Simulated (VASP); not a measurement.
A run of VASP 6.6.1 is set up as follows.

The input INCAR:

```
PREC     = Accurate       # precision mode
ENCUT    = 530            # plane-wave cutoff, eV
EDIFF    = 1E-6           # SCF threshold, eV
ISMEAR   = 0              # smearing method
SIGMA    = 0.1            # smearing width, eV
LREAL    = F              # projectors in reciprocal space
LASPH    = T              # aspherical terms in the spheres
NELM     = 120            # most SCF steps
ALGO     = Normal         # electronic algorithm
ISIF     = 2              # what is computed and relaxed
LWAVE    = F              # write WAVECAR
LCHARG   = T              # write CHGCAR
GGA      = CA             # functional
LELF     = T              # ELF
LVHAR    = T            
NBANDS   = 14             # bands
GGA_COMPAT= F
```

The input KPOINTS:

```
regular mesh
0
Gamma
  8 8 8
```

File POSCAR:

```
Rh
1.0
    0.0000000000      1.8788279474      1.8788279474
    1.8788279474      0.0000000000      1.8788279474
    1.8788279474      1.8788279474      0.0000000000
Rh
1
Direct
    0.0000000000      0.0000000000      0.0000000000
```

Potentials or basis: VASP PAW LDA potentials, release 64 (Rh_sv_GW).

The run is started by

```bash
$ cat potpaw_LDA.64/Rh_sv_GW/POTCAR > POTCAR
$ mpirun -np 1 vasp_std > vasp.out
```

(1) Estimate the pressure.

## Answers

(1) -2.1 GPa.

Caveat: the k points lie up to 0.36 Å⁻¹ apart.
